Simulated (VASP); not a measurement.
# Hf (I4/mmm) in VASP: single point with r2SCAN

Aim: the single point of Hf with r2SCAN.

All numbers are computed with VASP 6.6.1; they aren't measurements. Logs are shortened: lines on timing, memory, paths and dates and some standing lists are left out, and cuts for length are marked.

## 1. The cell of the first run

Symmetry: I4/mmm, No. 139, tetragonal system. The conventional cell has a = 3.154 Å, b = 3.154 Å, c = 4.730 Å, α = 90.00°, β = 90.00°, γ = 90.00°. Hf (site symmetry 4/mmm) has 12 Hf at 3.15 to 3.25 Å within 4.1 Å.

## 2. Single point, r2SCAN

Input file POSCAR:

```
Hf
1.0
   -1.5768127388      1.5768127388      2.3652191083
    1.5768127388     -1.5768127388      2.3652191083
    1.5768127388      1.5768127388     -2.3652191083
Hf
1
Direct
    0.0000000000      0.0000000000      0.0000000000
```

Input file INCAR.step1:

```
SYSTEM = Hf
PREC = Accurate
ENCUT = 520
ISMEAR = 0
SIGMA = 0.15
LREAL = .False.
LASPH = .True.
NELM = 60
NBANDS = 11
GGA = PE
ALGO = Normal
EDIFF = 1E-4
LWAVE = .True.
LCHARG = .False.
```

Input file INCAR.step2:

```
SYSTEM = Hf
PREC = Accurate
ENCUT = 520
EDIFF = 1E-7
ISMEAR = 0
SIGMA = 0.15
LREAL = .False.
LASPH = .True.
NELM = 60
ALGO = Normal
ISIF = 2
LWAVE = .False.
LCHARG = .False.
METAGGA = R2SCAN
LMIXTAU = .True.
NBANDS = 11
ISTART = 1
```

Input file KPOINTS:

```
regular mesh
0
Gamma
  20 20 20
  0 0 0
```

Potentials or basis: VASP PAW PBE potentials, release 64 (Hf_pv).

Started as:

```bash
$ cat potpaw_PBE.64/Hf_pv/POTCAR > POTCAR
$ cp INCAR.step1 INCAR
$ mpirun -np 1 vasp_std > vasp.out
$ cp INCAR.step2 INCAR
$ mpirun -np 1 vasp_std > vasp.out
```

OUTCAR:

```text
SYSTEM = Hf
   PREC = Accurate
   ENCUT = 520
   EDIFF = 1E-7
   ISMEAR = 0
   LREAL = .False.
   LASPH = .True.
   NELM = 60
   ISIF = 2
   METAGGA = R2SCAN
   ISTART = 1

 ion  position               nearest neighbor table
   1  0.000  0.000  0.000-

  LATTYP: Found a body centered tetragonal cell.
 ALAT       =     3.1536254776
 C/A-ratio  =     1.5000000001

  Lattice vectors:

 A1 = (  -1.5768127388,   1.5768127388,   2.3652191083)
 A2 = (   1.5768127388,  -1.5768127388,   2.3652191083)
 A3 = (   1.5768127388,   1.5768127388,  -2.3652191083)

Analysis of symmetry for initial positions (statically):
=====================================================================
 Subroutine PRICEL returns:
 Original cell was already a primitive cell.

 Routine SETGRP: Setting up the symmetry group for a
 body centered tetragonal supercell.

 Subroutine GETGRP returns: Found 16 space group operations
 (whereof 16 operations were pure point group operations)
 out of a pool of 16 trial point group operations.

The static configuration has the point symmetry D_4h.

Analysis of symmetry for dynamics (positions and initial velocities):
=====================================================================
 Subroutine PRICEL returns:
 Original cell was already a primitive cell.

 Routine SETGRP: Setting up the symmetry group for a
 body centered tetragonal supercell.

 Subroutine GETGRP returns: Found 16 space group operations
 (whereof 16 operations were pure point group operations)
 out of a pool of 16 trial point group operations.

The dynamic configuration has the point symmetry D_4h.

 Subroutine INISYM returns: Found 16 space group operations
 (whereof 16 operations are pure point group operations),
 and found     1 'primitive' translations

----------------------------------------------------------------------------------------

                                     Primitive cell

  volume of cell :      23.5229

  direct lattice vectors                    reciprocal lattice vectors
    -1.576812739  1.576812739  2.365219108     0.000000000  0.317095358  0.211396905
     1.576812739 -1.576812739  2.365219108     0.317095358  0.000000000  0.211396905
     1.576812739  1.576812739 -2.365219108     0.317095358  0.317095358  0.000000000

  length of vectors
     3.250682737  3.250682737  3.250682737     0.381101191  0.381101191  0.448440556

  position of ions in fractional coordinates (direct lattice)
     0.000000000  0.000000000  0.000000000

  ion indices of the primitive-cell ions
   primitive index   ion index
[... 81 lines left out ...]
   POTIM  = 0.5000    time-step for ionic-motion
   TEBEG  =    0.0;   TEEND  =   0.0 temperature during run
   PSTRESS=    0.0 pullay stress
   NELECT =      10.0000    total number of electrons
   NUPDOWN=      -1.0000    fix difference up-down
   EMIN   =  10.00;   EMAX   =-10.00  energy-range for DOS
   EFERMI =   0.00;   METHOD = LEGACY
   ISMEAR =     0;   SIGMA  =   0.15  broadening in eV -4-tet -1-fermi 0-gaus
   EFERMI_NEDOS =   21; number of points for ismear=-14 and -15
   IALGO  =     38    algorithm
   IMIX   =      4    mixing-type and parameters
     AMIX     =   0.40;   BMIX     =  1.00
     AMIX_MAG =   1.60;   BMIX_MAG =  1.00
  volume/ion in A,a.u.               =      23.52       158.74
  Fermi-wavevector in a.u.,A,eV,Ry     =   1.230961  2.326179 20.616432  1.515265
  Thomas-Fermi vector in A             =   2.365789
   LORBIT       =      0    0 simple, 1 ext, 2 COOP (PROOUT), +10 PAW based schemes
   METAGGA = R2SCAN    functional components
   LHFCALC =     F    Hartree Fock is set to
   AEXX    =    0.0000 exact exchange contribution
   IVDW    =     0    specifies the selected vdW correction
   LEPSILON=     F    determine dielectric tensor
   LRPA    =     F    only Hartree local field effects (RPA)
 non-spin polarized calculation
 Gauss-broadening in eV      SIGMA  =   0.15
  energy-cutoff  :      520.00
  volume of cell :       23.52
 maximum number of plane-waves:       648
   NGX = 13   NGY = 13   NGZ = 13

 number of electron      10.0000001 magnetization

 Free energy of the ion-electron system (eV)
  ---------------------------------------------------
  ext. energy  EPLUGINS =         0.00000000
  ---------------------------------------------------
  free energy    TOTEN  =       -45.04462799 eV

  energy without entropy =      -45.02811293  energy(sigma->0) =      -45.03637046

 E-fermi :   4.2560     XC(G=0): -11.9233

 val. band max:        4.2549262510   @ k =   0.4500   0.2000   0.1500
 cond. band min:       4.2565841654   @ k =   0.4000  -0.0000   0.0000
 fundamental gap:      0.0016579143
 Fermi energy:         4.2559749213

 k-point     1 :       0.0000    0.0000    0.0000
  band No.  band energies     occupation
      1     -27.0531      2.00000
      2     -27.0529      2.00000
      3     -27.0529      2.00000
      4      -3.1131      2.00000
      5       5.4119      0.00000
      6       6.0860      0.00000
      7       6.0860      0.00000
      8       8.1323      0.00000
      9       9.1095      0.00000
     10      15.9963      0.00000
     11      16.0574      0.00000
[... 309 lines left out ...]
 k-point    24 :      -0.3500    0.0500    0.0000
  band No.  band energies     occupation
      1     -27.5977      2.00000
      2     -27.1515      2.00000
      3     -27.1084      2.00000
      4      -0.1343      2.00000
      5       4.1236      1.78808
      6       5.6750      0.00000
      7       6.2796      0.00000
      8       9.0866      0.00000
      9       9.6915      0.00000
     10      14.9761      0.00000
     11      16.0580      0.00000

 [... further k-points ...]

------------------------ aborting loop because EDIFF is reached ----------------------------------------

  FORCE on cell =-STRESS in cart. coord.  units (eV):
  Direction    XX          YY          ZZ          XY          YZ          ZX
  --------------------------------------------------------------------------------------
  -------------------------------------------------------------------------------------
  Total       -0.5809066     -0.5809066     -1.0580190      0.0000000     -0.0000000      0.0000000
  in kB      -39.5662827    -39.5662827    -72.0630180      0.0000000     -0.0000000      0.0000000
  external PRESSURE =     -50.3985278 kB  Pullay stress =       0.0000000 kB

 VOLUME and BASIS-vectors are now :
 -----------------------------------------------------------------------------
  energy-cutoff  :      520.00
  volume of cell :       23.52
      direct lattice vectors                 reciprocal lattice vectors
    -1.576812739  1.576812739  2.365219108     0.000000000  0.317095358  0.211396905
     1.576812739 -1.576812739  2.365219108     0.317095358  0.000000000  0.211396905
     1.576812739  1.576812739 -2.365219108     0.317095358  0.317095358  0.000000000

 POSITION                                       TOTAL-FORCE (eV/Angst)
 -----------------------------------------------------------------------------------
      0.00000      0.00000      0.00000        -0.000000      0.000000     -0.000000
 -----------------------------------------------------------------------------------
    total drift:                               -0.000000      0.000000      0.000000

  FREE ENERGIE OF THE ION-ELECTRON SYSTEM (eV)
  ---------------------------------------------------
  free  energy   TOTEN  =       -45.0446279904 eV

  energy  without entropy=      -45.0281129337  energy(sigma->0) =      -45.03637046
```

OUTCAR.step1:

```text
SYSTEM = Hf
   PREC = Accurate
   ENCUT = 520
   ISMEAR = 0
   LREAL = .False.
   LASPH = .True.
   NELM = 60
[... 553 lines left out ...]
 -----------------------------------------------------------------------------------
      0.00000      0.00000      0.00000         0.000000      0.000000      0.000000
 -----------------------------------------------------------------------------------
    total drift:                               -0.000000      0.000000      0.000000

  FREE ENERGIE OF THE ION-ELECTRON SYSTEM (eV)
  ---------------------------------------------------
  free  energy   TOTEN  =        -9.8375443926 eV

  energy  without entropy=       -9.8185878788  energy(sigma->0) =       -9.82806614
```

It took 2.5 min on 1 thread of Intel Xeon 6975P-C (Granite Rapids), shared host; peak memory 0.28 GiB.

Results:

| Item | Value |
| --- | --- |
| Free energy | -45.0446 eV |
| Pressure | -5.0 GPa |
| Band gap on the k mesh | zero (bands 5 and 6 overlap by 1.94 eV) |

Stress tensor (GPa, compression positive):
```
-3.96  0.00  0.00
 0.00 -3.96  0.00
 0.00  0.00 -7.21
```

Caveat: the cell stands under tension; the PAW data sets were made with another functional, which shifts forces and pressure a little; spin-orbit coupling is left out, which moves the levels of the heavy elements.
